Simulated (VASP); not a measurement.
Write the native input for VASP 6.6.1 that does the following.

```yaml
Task: single point
Functional: r2SCAN
Potentials_or_basis: VASP PAW PBE potentials, release 64 (Te)
Cutoff: 520 eV
k_mesh: 15 × 15 × 15
Occupations: gaussian, width 0.15 eV
Spin: no spin polarisation
Dipole_correction: no
Further_INCAR_settings: ALGO = Normal; EDIFF = 1e-06; NBANDS = 9
```

Te:

```xyz
1
Lattice="2.3059 1.3313 1.6402 -2.3059 1.3313 1.6402 0.0000 -2.6626 1.6402" Properties=species:S:1:pos:R:3 pbc="T T T"
Te    0.0000    0.0000    2.4603
```

This cell differs from its parent crystal: strain +0.000 along x and y, -0.030 along z.

These files were run (other wordings do the same):

POSCAR

```
Te
1.0
    2.3059043427      1.3313144930      1.6402250928
   -2.3059043427      1.3313144930      1.6402250928
    0.0000000000     -2.6626289859      1.6402250928
Te
1
Direct
    0.5000000000      0.5000000000      0.5000000000
```

INCAR.step1

```
ALGO = Normal ; EDIFF = 1E-4
ENCUT = 520 ; GGA = PE
ISMEAR = 0 ; LASPH = True
LCHARG = False ; LREAL = False
LWAVE = True ; NBANDS = 9
NELM = 100 ; PREC = Accurate
SIGMA = 0.15
```

INCAR.step2

```
ALGO = Normal ; EDIFF = 1E-6
ENCUT = 520 ; ISIF = 2
ISMEAR = 0 ; ISTART = 1
LASPH = True ; LCHARG = False
LMIXTAU = True ; LREAL = False
LWAVE = False ; METAGGA = R2SCAN
NBANDS = 9 ; NELM = 100
PREC = Accurate ; SIGMA = 0.15
```

KPOINTS

```
k-points
0
Gamma
  15 15 15
```

Potentials or basis: VASP PAW PBE potentials, release 64 (Te).

Run with:

```bash
$ cat potpaw_PBE.64/Te/POTCAR > POTCAR
$ cp INCAR.step1 INCAR
$ mpirun -np 1 vasp_std > vasp.out
$ cp INCAR.step2 INCAR
$ mpirun -np 1 vasp_std > vasp.out
```

It gave:

* Pressure: 3.5 GPa
* Band gap on the k mesh: zero (bands 3 and 4 overlap by 5.22 eV)

Caveat: the cell differs from its parent crystal (strain +0.000 along x and y, -0.030 along z); the cell stands under pressure; the PAW data sets were made with another functional, which shifts forces and pressure a little; spin-orbit coupling is left out, which moves the levels of the heavy elements.

It took 2.2 min on 1 thread of AMD EPYC 9R45 96-Core Processor (Zen 5), on a shared host, peak memory 0.18 GiB.
